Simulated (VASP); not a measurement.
# CaO (ke600) (Fm-3m) in VASP: a series of runs, part 2 of 2

VASP 6.6.1.

## 4. Single point, LDA

This run uses another cell than the first one, of 13.04 Å³/atom, 0.883 times its volume.

The input, INCAR:

```
SYSTEM = CaO
PREC = Accurate
ENCUT = 520
EDIFF = 1E-7
ISMEAR = 0
SIGMA = 0.02
LREAL = .FALSE.
LASPH = .TRUE.
NELM = 80
ALGO = Normal
ISIF = 2
LWAVE = .FALSE.
LCHARG = .FALSE.
NBANDS = 15
```

The input, KPOINTS:

```
Automatic mesh
0
G
  8 8 8
  0 0 0
```

The input, POSCAR:

```
CaO
1.0
    0.0000000000      2.3537023233      2.3537023233
    2.3537023233      0.0000000000      2.3537023233
    2.3537023233      2.3537023233      0.0000000000
Ca O
1 1
Direct
    0.0000000000      0.0000000000      0.0000000000
    0.5000000000      0.5000000000      0.5000000000
```

Potentials or basis: VASP PAW LDA potentials, release 64 (Ca_sv, O).

Launch:

```console
$ cat potpaw_LDA.64/Ca_sv/POTCAR potpaw_LDA.64/O/POTCAR > POTCAR
$ mpirun -np 1 vasp_std > vasp.out
```

OUTCAR:

```text
SYSTEM = CaO
   PREC = Accurate
   ENCUT = 520
   EDIFF = 1E-7
   ISMEAR = 0
   LREAL = .FALSE.
   LASPH = .TRUE.
   NELM = 80
   ISIF = 2

 ion  position               nearest neighbor table
   1  0.000  0.000  0.000-   2 2.35   2 2.35   2 2.35   2 2.35   2 2.35   2 2.35
   2  0.500  0.500  0.500-   1 2.35   1 2.35   1 2.35   1 2.35   1 2.35   1 2.35

  LATTYP: Found a face centered cubic cell.
 ALAT       =     4.7074046466

  Lattice vectors:

 A1 = (   0.0000000000,   2.3537023233,   2.3537023233)
 A2 = (   2.3537023233,   0.0000000000,   2.3537023233)
 A3 = (   2.3537023233,   2.3537023233,   0.0000000000)

Analysis of symmetry for initial positions (statically):
=====================================================================
 Subroutine PRICEL returns:
 Original cell was already a primitive cell.

 Routine SETGRP: Setting up the symmetry group for a
 face centered cubic supercell.

 Subroutine GETGRP returns: Found 48 space group operations
 (whereof 48 operations were pure point group operations)
 out of a pool of 48 trial point group operations.

The static configuration has the point symmetry O_h .

Analysis of symmetry for dynamics (positions and initial velocities):
=====================================================================
 Subroutine PRICEL returns:
 Original cell was already a primitive cell.

[... 169 lines left out ...]
      5     -12.9429      2.00000
      6       2.3886      2.00000
      7       2.3886      2.00000
      8       2.3886      2.00000
      9       7.4736      0.00000
     10       8.6369      0.00000
     11       8.6369      0.00000
     12       8.6369      0.00000
     13      10.3133      0.00000
     14      10.3133      0.00000
[... 401 lines left out ...]
      2     -16.6143      2.00000
      3     -15.7397      2.00000
      4     -15.5894      2.00000
      5     -11.7714      2.00000
      6       0.1857      2.00000
      7       1.1778      2.00000
      8       1.2186      2.00000
      9       9.2695      0.00000
     10       9.3395      0.00000
     11      11.4732      0.00000
     12      11.7811      0.00000
     13      13.1064      0.00000
     14      14.8227      0.00000
     15      16.8788      0.00000

 [... further k-points ...]
[... 5 lines left out ...]
  --------------------------------------------------------------------------------------
  -------------------------------------------------------------------------------------
  Total        0.1671030      0.1671030      0.1671030     -0.0000000      0.0000000      0.0000000
  in kB       10.2662109     10.2662109     10.2662109     -0.0000000      0.0000000      0.0000000
  external PRESSURE =      10.2662109 kB  Pullay stress =       0.0000000 kB

 VOLUME and BASIS-vectors are now :
 -----------------------------------------------------------------------------
  energy-cutoff  :      520.00
  volume of cell :       26.08
      direct lattice vectors                 reciprocal lattice vectors
     0.000000000  2.353702323  2.353702323    -0.212431281  0.212431281  0.212431281
     2.353702323  0.000000000  2.353702323     0.212431281 -0.212431281  0.212431281
     2.353702323  2.353702323  0.000000000     0.212431281  0.212431281 -0.212431281

 POSITION                                       TOTAL-FORCE (eV/Angst)
 -----------------------------------------------------------------------------------
      0.00000      0.00000      0.00000         0.000000     -0.000000     -0.000000
      2.35370      2.35370      2.35370        -0.000000      0.000000      0.000000
 -----------------------------------------------------------------------------------
    total drift:                                0.000000      0.000000      0.000000

  FREE ENERGIE OF THE ION-ELECTRON SYSTEM (eV)
  ---------------------------------------------------
  free  energy   TOTEN  =       -14.2202931966 eV

  energy  without entropy=      -14.2202931966  energy(sigma->0) =      -14.22029320
```

OSZICAR:

```text
N       E                     dE             d eps       ncg     rms          rms(c)
DAV:   1     0.126488329016E+03    0.12649E+03   -0.85811E+03   870   0.111E+03
DAV:   2    -0.106401549167E+02   -0.13713E+03   -0.12835E+03  1066   0.299E+02
DAV:   3    -0.158028467360E+02   -0.51627E+01   -0.51230E+01  1024   0.598E+01
DAV:   4    -0.159365243409E+02   -0.13368E+00   -0.13362E+00  1180   0.887E+00
DAV:   5    -0.159386155557E+02   -0.20912E-02   -0.20910E-02  1018   0.939E-01    0.847E+00
DAV:   6    -0.143628031574E+02    0.15758E+01   -0.47025E+00   955   0.218E+01    0.358E+00
DAV:   7    -0.142554917069E+02    0.10731E+00   -0.39429E-01  1010   0.673E+00    0.179E+00
DAV:   8    -0.142211511439E+02    0.34341E-01   -0.76919E-02  1115   0.285E+00    0.360E-01
DAV:   9    -0.142201836996E+02    0.96744E-03   -0.39402E-03   962   0.507E-01    0.915E-02
DAV:  10    -0.142203054964E+02   -0.12180E-03   -0.24344E-04  1170   0.143E-01    0.275E-02
DAV:  11    -0.142202943353E+02    0.11161E-04   -0.19337E-05  1151   0.524E-02    0.920E-03
DAV:  12    -0.142202932726E+02    0.10627E-05   -0.37057E-06  1059   0.225E-02    0.248E-03
DAV:  13    -0.142202931966E+02    0.75968E-07   -0.31622E-07  1017   0.584E-03
   1 F= -.14220293E+02 E0= -.14220293E+02  d E =-.744726E-57
```

Run time: 9 s. Hardware: 1 thread of Intel Xeon Platinum 8559C (Emerald Rapids), shared host; peak memory 0.14 GiB.

Results:

```yaml
Free_energy: -14.2203 eV
Pressure: 1.0 GPa
Band_gap_on_the_k_mesh: 3.42 eV, indirect (least direct gap 3.78 eV)
```

A k mesh can miss the band edges.

## 5. Relaxation of cell and atoms, LDA

This run uses another cell than the first one, of 13.04 Å³/atom, 0.883 times its volume.

The input, INCAR:

```
SYSTEM = CaO
PREC = Accurate
ENCUT = 600
EDIFF = 1E-6
ISMEAR = 0
SIGMA = 0.02
LREAL = .FALSE.
LASPH = .TRUE.
NELM = 100
ALGO = Normal
ISIF = 3
LWAVE = .FALSE.
LCHARG = .FALSE.
GGA = CA
IBRION = 2
NSW = 100
EDIFFG = -0.002
```

The input, KPOINTS:

```
regular mesh
0
G
  8 8 8
  0 0 0
```

The input, POSCAR:

```
CaO
1.0
    0.0000000000      2.3538799046      2.3538799046
    2.3538799046      0.0000000000      2.3538799046
    2.3538799046      2.3538799046      0.0000000000
Ca O
1 1
Direct
    0.0000000000      0.0000000000      0.0000000000
    0.5000000000      0.5000000000      0.5000000000
```

Launch:

```console
$ cat potpaw_LDA.64/Ca_sv/POTCAR potpaw_LDA.64/O/POTCAR > POTCAR
$ mpirun -np 1 vasp_std > vasp.out
```

Run time: 16 s. Hardware: 1 thread of Intel Xeon Platinum 8559C (Emerald Rapids), shared host; peak memory 0.16 GiB.

The run converged. Its results:

* Free energy: -14.2235 eV
* Relaxed volume: 13.13 Å³/atom
* Relaxed cell: a = 3.336 Å, b = 3.336 Å, c = 3.336 Å, α = 60.00°, β = 60.00°, γ = 60.00°
* Space group after relaxing (to 0.05 Å): Fm-3m (No. 225)
* Energy gained by relaxing: 0.2 meV/atom
* Ionic steps: 3
* Pressure after relaxing: 0.0 GPa
* Band gap on the k mesh: 3.43 eV, indirect (least direct gap 3.79 eV)

Step by step:
| step | energy change (eV) | largest force (eV/Å) | pressure (GPa) | volume (Å³) |
| --- | --- | --- | --- | --- |
| 1 | 0.0000 | 0.0000 | 0.83 | 26.08 |
| 2 | -0.0003 | 0.0000 | -0.42 | 26.34 |
| 3 | -0.0004 | 0.0000 | -0.02 | 26.26 |

Final structure:
```yaml
crystal:
  lattice:
    - [0.00000, 2.35902, 2.35902]
    - [2.35902, 0.00000, 2.35902]
    - [2.35902, 2.35902, 0.00000]
  atoms:
    - { symbol: Ca, position: [0.00000, 0.00000, 0.00000] }
    - { symbol: O, position: [0.50000, 0.50000, 0.50000] }
```

Levels at points of the mesh, in eV from the valence-band top:
| k point | band 5 | band 6 | band 7 | band 8 | band 9 | band 10 | band 11 | band 12 |
| --- | --- | --- | --- | --- | --- | --- | --- | --- |
| (0.00, 0.00, 0.00) | -15.32 | 0.00 | 0.00 | 0.00 | 5.03 | 6.24 | 6.24 | 6.24 |
| (0.50, 0.00, 0.00) | -13.81 | -2.85 | -1.35 | -1.35 | 7.21 | 8.61 | 8.61 | 8.74 |
| (0.50, 0.50, 0.00) | -15.07 | -1.27 | -0.36 | -0.36 | 3.43 | 8.44 | 9.19 | 9.92 |

A k mesh can miss the band edges. A hybrid or GW would open this gap; LDA tends to underestimate it.

## 6. Single point, LDA

This run uses another cell than the first one, of 13.04 Å³/atom, 0.883 times its volume.

The input, INCAR:

```
SYSTEM = CaO
ALGO = Normal ; EDIFF = 1E-6
ENCUT = 910 ; GGA = CA
GGA_COMPAT = .False. ; ISIF = 2
ISMEAR = 0 ; LASPH = .True.
LCHARG = .False. ; LREAL = .False.
LWAVE = .False. ; NBANDS = 15
NELM = 120 ; PREC = Accurate
SIGMA = 0.1
```

The input, KPOINTS:

```
k-points
0
Gamma
  8 8 8
  0 0 0
```

POSCAR is that of step 5.

Potentials or basis: VASP PAW LDA potentials, release 64 (Ca_sv, O_h).

Launch:

```console
$ cat potpaw_LDA.64/Ca_sv/POTCAR potpaw_LDA.64/O_h/POTCAR > POTCAR
$ mpirun -np 1 vasp_std > vasp.out
```

Run time: 14 s. Hardware: 1 thread of Intel Xeon 6975P-C (Granite Rapids), shared host; peak memory 0.18 GiB.

Results (log left out):

```yaml
Free_energy: -14.2276 eV
Pressure: 0.8 GPa
Band_gap_on_the_k_mesh: 3.42 eV, indirect (least direct gap 3.78 eV)
```

Levels at points of the mesh, in eV from the valence-band top:
| k point | band 4 | band 5 | band 6 | band 7 | band 8 | band 9 | band 10 | band 11 | band 12 | band 13 |
| --- | --- | --- | --- | --- | --- | --- | --- | --- | --- | --- |
| (0.00, 0.00, 0.00) | -17.81 | -15.33 | 0.00 | 0.00 | 0.00 | 5.08 | 6.25 | 6.25 | 6.25 | 7.93 |
| (0.50, 0.00, 0.00) | -17.88 | -13.79 | -2.86 | -1.36 | -1.36 | 7.25 | 8.65 | 8.65 | 8.79 | 10.96 |
| (0.50, 0.50, 0.00) | -18.11 | -15.09 | -1.27 | -0.36 | -0.36 | 3.42 | 8.49 | 9.23 | 9.96 | 9.96 |

Caveat: the cutoff is under 1.25 times the usual one of these potentials, so pressure, stress and relaxed cells hold a basis-set (Pulay) error. A k mesh can miss the band edges.

## 7. Summary

```tsv
task	potentials or basis	cell	k mesh	cutoff (eV)	smearing	second run	gap on the mesh (eV)	pressure (GPa)
single point	VASP PAW LDA potentials, release 64 (Ca_sv, O)	a = 3.470 Å, angles 60.0°, 2 atoms	6 × 6 × 6	520	gaussian 0.1 eV	-	3.48	-11.6
single point	VASP PAW LDA potentials, release 64 (Ca_sv, O)	a = 3.329 Å, angles 60.0°, 2 atoms	8 × 8 × 8	520	gaussian 0.1 eV	-	3.42	1.0
single point	VASP PAW LDA potentials, release 64 (Ca_sv, O)	a = 3.329 Å, angles 60.0°, 2 atoms	8 × 8 × 8	520	gaussian 0.02 eV	-	3.42	1.0
relaxation of cell and atoms	VASP PAW LDA potentials, release 64 (Ca_sv, O)	relaxed from a = 3.329 Å, angles 60.0°, 2 atoms	8 × 8 × 8	600	gaussian 0.02 eV	-	3.43	0.0
single point	VASP PAW LDA potentials, release 64 (Ca_sv, O_h)	a = 3.329 Å, angles 60.0°, 2 atoms	8 × 8 × 8	910	gaussian 0.1 eV	hard_potentials	3.42	0.8
```

Alike in all rows: level LDA; no spin polarisation.

Caveats: the cutoff is under 1.25 times the usual one of these potentials, so pressure, stress and relaxed cells hold a basis-set (Pulay) error (some runs).

Absolute energies hang on the potentials; compare differences alone.
